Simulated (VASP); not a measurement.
Set up this calculation in VASP 6.6.1, as the native input.

```yaml
Task: single point
Functional: LDA
Potentials_or_basis: VASP PAW LDA potentials, release 64 (Tl_d, Ru_pv, O)
Cutoff: 520 eV
k_mesh: 6 × 6 × 6
Occupations: fermi-dirac, width 0.1 eV
Spin: no spin polarisation
Dipole_correction: no
Further_INCAR_settings: LREAL = Auto; ALGO = Normal; EDIFF = 1e-06; NBANDS = 80
```

The structure of TlRuO3 lies in POSCAR:

```
TlRuO3
1.0
    2.7651042800      4.7892993900      0.0000000000
   -2.7651042800      4.7892993900      0.0000000000
    0.0000000000     -3.1928655900      6.9250121500
Tl Ru O
3 3 9
Direct
    0.0000000000      0.0000000000      0.0000000000
    0.2180000000      0.2180000000      0.6540000000
    0.7820000000      0.7820000000      0.3460000000
    0.5000000000      0.5000000000      0.5000000000
    0.3670000000      0.3670000000      0.1010000000
    0.6330000000      0.6330000000      0.8990000000
    0.5000000000      0.5000000000      0.0000000000
    0.0000000000      0.5000000000      0.0000000000
    0.5000000000      0.0000000000      0.0000000000
    0.7335000000      0.1995000000      0.6665000000
    0.7335000000      0.7335000000      0.6665000000
    0.1995000000      0.7335000000      0.6665000000
    0.2665000000      0.8005000000      0.3335000000
    0.8005000000      0.2665000000      0.3335000000
    0.2665000000      0.2665000000      0.3335000000
```

The input as run:

INCAR

```
PREC = Accurate
ENCUT = 520
EDIFF = 1E-6
ISMEAR = -1
SIGMA = 0.1
LREAL = Auto
LASPH = T
NELM = 100
ALGO = Normal
ISIF = 2
LWAVE = F
LCHARG = F
NBANDS = 80
LUSENCCL = F
```

KPOINTS

```
regular mesh
0
Gamma
  6 6 6
```

Potentials or basis: VASP PAW LDA potentials, release 64 (Tl_d, Ru_pv, O).

The run is started by

```bash
$ cat potpaw_LDA.64/Tl_d/POTCAR potpaw_LDA.64/Ru_pv/POTCAR potpaw_LDA.64/O/POTCAR > POTCAR
$ mpirun -np 1 vasp_std > vasp.out
```

It gave:

* Pressure: 3.8 GPa
* Largest force: 8.741 eV/Å
* Band gap on the k mesh: zero (an odd number of electrons rules out a gap without spin polarisation)

Caveat: the cell stands under pressure; spin-orbit coupling is left out, which moves the levels of the heavy elements; an odd number of electrons without spin polarisation forces a metal; a magnetic or distorted state may lie lower.

Wall time 4.4 min on 1 × NVIDIA H100 80GB with 1 thread of AMD EPYC 7R13 Processor (Zen 3), on a shared host, peak memory 1.5 GiB.
